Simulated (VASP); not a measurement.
Wanted: the native input for a VASP 6.6.1 run.

- Task: single point
- Functional: PBE
- Potentials or basis: VASP PAW PBE potentials, release 64 (Hg, Te)
- Cutoff: 520 eV
- k mesh: 13 × 13 × 13
- Occupations: fermi-dirac, width 0.05 eV
- Spin: no spin polarisation
- Dipole correction: no
- Further INCAR settings: ALGO = Normal; EDIFF = 1e-06; NBANDS = 16

The structure of HgTe (rocksalt type) lies in POSCAR:

```
HgTe
1.0
    0.0000000000      2.6207130867      2.6207130867
    2.6207130867      0.0000000000      2.6207130867
    2.6207130867      2.6207130867      0.0000000000
Hg Te
1 1
Direct
    0.0000000000      0.0000000000      0.0000000000
    0.5000000000      0.5000000000      0.5000000000
```

One way to write it, as run:

INCAR

```
ALGO = Normal
EDIFF = 1E-6
ENCUT = 520
GGA = PE
ISIF = 2
ISMEAR = -1
LASPH = T
LCHARG = T
LELF = T
LREAL = F
LVHAR = T
LWAVE = F
NBANDS = 16
NELM = 60
PREC = Accurate
SIGMA = 0.05
```

KPOINTS

```
k-points
0
Gamma
  13 13 13
```

Potentials or basis: VASP PAW PBE potentials, release 64 (Hg, Te).

The run is started by

```bash
$ cat potpaw_PBE.64/Hg/POTCAR potpaw_PBE.64/Te/POTCAR > POTCAR
$ mpirun -np 1 vasp_std > vasp.out
```

It gave:

| Item | Value |
| --- | --- |
| Pressure | 79.4 GPa |
| Band gap on the k mesh | zero (bands 9 and 10 overlap by 4.00 eV) |

Caveat: the cell stands under pressure; spin-orbit coupling is left out, which moves the levels of the heavy elements.

It took 68 s on 1 thread of Intel Xeon 8259CL (shared host), peak memory 0.19 GiB.
